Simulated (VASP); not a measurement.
A run of VASP 6.6.1 is set up as follows.

INCAR

```
SYSTEM = SrLi8Nb7O23
PREC = Accurate
ENCUT = 650
EDIFF = 1E-6
ISMEAR = 0
SIGMA = 0.01
LREAL = Auto
LASPH = .True.
NELM = 120
ALGO = Normal
ISIF = 2
LWAVE = .False.
LCHARG = .True.
GGA = PE
LELF = .True.
LVHAR = .True.
NELECT = 264.0
NBANDS = 156
GGA_COMPAT = .False.
ISYM = -1
```

The input KPOINTS:

```
explicit points
1
Reciprocal
  0.25000000   0.25000000   0.25000000 1
```

File POSCAR:

```
SrLi8Nb7O23
1.0
    2.5949501400      1.4981951600      4.6722232500
   -5.1899002700      2.9963903200      9.3444465000
    0.0000000000     -5.9927806400      9.3444465000
Li Nb O Sr
8 7 23 1
Direct
    0.7132003043      0.3568501225      0.3634358691
    0.1746457422      0.1147882751      0.1361912699
    0.7131600125      0.3594960515      0.8594169554
    0.2226826769      0.1135451857      0.6104624170
    0.7168497145      0.8511526419      0.3706197540
    0.2155364645      0.6080628872      0.1154661388
    0.7719390934      0.8181912290      0.8533711254
    0.2066664426      0.5965424685      0.6153436342
    0.9824405904      0.4931419530      0.5134184778
    0.4979187882      0.2483799467      0.2516088020
    0.9969020429      0.4965454369      1.0075381706
    0.9888475266      1.0113479794      0.5030679110
    0.5077788529      0.7441924782      0.2571334395
    0.9814203844      0.9867523067      1.0182006797
    0.5005436911      0.7495499430      0.7515730889
    0.2779827827      0.3200370914      0.4431294696
    0.6355058637      0.4455131041      0.1411953544
    0.8712445090      0.1408399512      0.3244447683
    0.4196955686      0.0616271243      0.3759067684
    0.8024797673      0.1959643912      0.0681234099
    0.1345507886      0.3920233671      0.2002506208
    0.2802160286      0.3141319805      0.9701280340
    0.6201639915      0.4550798590      0.6286602547
    1.0298838782      0.1340596021      0.8178829004
    0.8471667889      0.1889575467      0.5411798475
    0.0771456711      0.4227161268      0.6837686521
    0.2832840973      0.8332879712      0.4264931238
    0.6042062809      0.9712347772      0.0941693045
    0.8757389534      0.6595035722      0.3100205422
    0.3834320217      0.5757250757      0.3810511507
    0.7792509041      0.6950272502      0.0688010600
    0.1376655952      0.8981863098      0.1839666655
    0.2865577307      0.8153461023      0.9512278383
    0.6410088428      0.9444853615      0.6505461794
    0.8945392947      0.6343751513      0.8212375940
    0.3896054523      0.5721879556      0.8892548426
    0.7572459286      0.7103898376      0.5661188592
    0.1312735808      0.8914700963      0.7032904925
    0.4759400664      0.2181436819      0.7758237048
```

Potentials or basis: VASP PAW PBE potentials, release 64 (Li_sv, Nb_sv, O, Sr_sv).

The run is started by

```sh
$ cat potpaw_PBE.64/Li_sv/POTCAR potpaw_PBE.64/Nb_sv/POTCAR potpaw_PBE.64/O/POTCAR potpaw_PBE.64/Sr_sv/POTCAR > POTCAR
$ mpirun -np 1 vasp_std > vasp.out
```

Question: Estimate the largest force.

Answer: 0.083 eV/Å.

Forces in eV/Å, atoms in the order of the input:
```
Li  -0.006  0.006 -0.007
Li   0.002  0.013 -0.008
Li  -0.007 -0.008 -0.007
Li   0.006 -0.001 -0.002
Li   0.000  0.011 -0.004
Li   0.002  0.002 -0.003
Li  -0.010  0.003  0.004
Li  -0.010  0.000 -0.001
Nb  -0.008  0.054  0.018
Nb   0.011  0.032  0.040
Nb  -0.017 -0.001  0.024
Nb   0.019  0.013 -0.009
Nb  -0.034  0.023  0.014
Nb   0.026 -0.021  0.031
Nb   0.001  0.014  0.049
O   -0.016 -0.002  0.001
O    0.011  0.004 -0.008
O   -0.005 -0.030  0.004
O   -0.013 -0.015 -0.013
O   -0.010 -0.016 -0.008
O    0.003  0.009 -0.012
O   -0.021 -0.028  0.034
O   -0.003  0.012  0.012
O   -0.001  0.019  0.001
O    0.032  0.052 -0.010
O   -0.050  0.017 -0.017
O    0.009  0.010 -0.008
O    0.013 -0.017 -0.006
O    0.003 -0.023  0.002
O    0.001 -0.030 -0.018
O    0.007 -0.013 -0.006
O    0.008  0.012 -0.010
O   -0.012 -0.001 -0.013
O    0.009  0.003 -0.001
O    0.005 -0.017 -0.015
O   -0.002 -0.010 -0.015
O    0.018 -0.016 -0.017
O   -0.005  0.011 -0.011
Sr   0.043 -0.071 -0.007
```

Caveat: the cell carries a net charge on a neutralising background, which shifts energy and pressure.
